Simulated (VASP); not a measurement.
Here is a VASP 6.6.1 calculation.

The input INCAR:

```
PREC     = Accurate       # precision mode
ENCUT    = 520            # plane-wave cutoff, eV
EDIFF    = 1E-6           # SCF threshold, eV
ISMEAR   = 1              # smearing method
SIGMA    = 0.2            # smearing width, eV
LREAL    = F              # projectors in reciprocal space
LASPH    = T              # aspherical terms in the spheres
NELM     = 100            # most SCF steps
ALGO     = Normal         # electronic algorithm
ISIF     = 2              # what is computed and relaxed
LWAVE    = F              # write WAVECAR
LCHARG   = T              # write CHGCAR
LDIPOL   = T            
IDIPOL   = 3            
DIPOL    = 0.5 0.5 0.500
GGA      = PS             # functional
LELF     = T              # ELF
LVHAR    = T            
LVACPOTAV= T            
NBANDS   = 43             # bands
```

KPOINTS

```
Automatic mesh
0
Gamma
  13 13 1
```

File POSCAR:

```
W
1.0
    2.7317561333      0.0000000000      0.0000000000
   -0.9105853778      2.5755243819      0.0000000000
    0.0000000000      0.0000000000     23.9218781711
W
5
Direct
    0.5000000000      0.5000000000      0.3135205332
    0.0000000000      0.0000000000      0.4067602666
    0.5000000000      0.5000000000      0.5000000000
    0.0000000000      0.0000000000      0.5932397334
    0.5000000000      0.5000000000      0.6864794668
```

Potentials or basis: VASP PAW PBE potentials, release 64 (W_sv).

Run with:

```sh
$ cat potpaw_PBE.64/W_sv/POTCAR > POTCAR
$ mpirun -np 1 vasp_std > vasp.out
```

Task: Predict the band gap on the k mesh.

Result: Zero (band 35 reaches 3.76 eV, above the bottom of band 36 at 1.96 eV).

Task: Estimate the largest force.

Result: 0.659 eV/Å.

Forces in eV/Å, atoms in the order of the input:
```
W    0.000  0.000  0.627
W    0.000  0.000 -0.659
W    0.000  0.000  0.000
W    0.000  0.000  0.659
W    0.000  0.000 -0.627
```

Caveat: the PAW data sets were made with another functional, which shifts forces and pressure a little; spin-orbit coupling is left out, which moves the levels of the heavy elements.
